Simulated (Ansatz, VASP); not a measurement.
# Ni in VASP and in Ansatz

```
Ni
1.0
     0.00000    3.52288    3.52288
     1.76144    0.00000    1.76144
     1.76144    1.76144    0.00000
Ni
2
Cartesian
  0.0000 0.0000 0.0000
  0.0000 1.7614 1.7614
```

Alike in both runs: task single point; functional PBE; k mesh 7 × 14 × 14; occupations gaussian, width 0.1 eV; collinear spin.

|  | VASP | Ansatz |
| --- | --- | --- |
| version | VASP 6.6.1 | Ansatz 0.2.0 |
| potentials or method | VASP PAW PBE potentials, release 64 (Ni), cutoff 520 eV | PAW, plane waves, scalar-relativistic |
| valence electrons in the cell | 20 | 36 |

|  | VASP | Ansatz | Ansatz less VASP |
| --- | --- | --- | --- |
| pressure (GPa) | -0.9 | -0.8 | +0.15 |
| net moment per atom (μB) | 0.59 | 0.62 | +0.024 |
| size of the moment on the site where the two differ most (μB) | 0.61 | 0.66 | +0.051 |

Site moments also hang on the region over which each program counts them. VASP's potentials hold 20 valence electrons a cell and Ansatz's 36, so a difference there can come from the potentials and not from the codes.
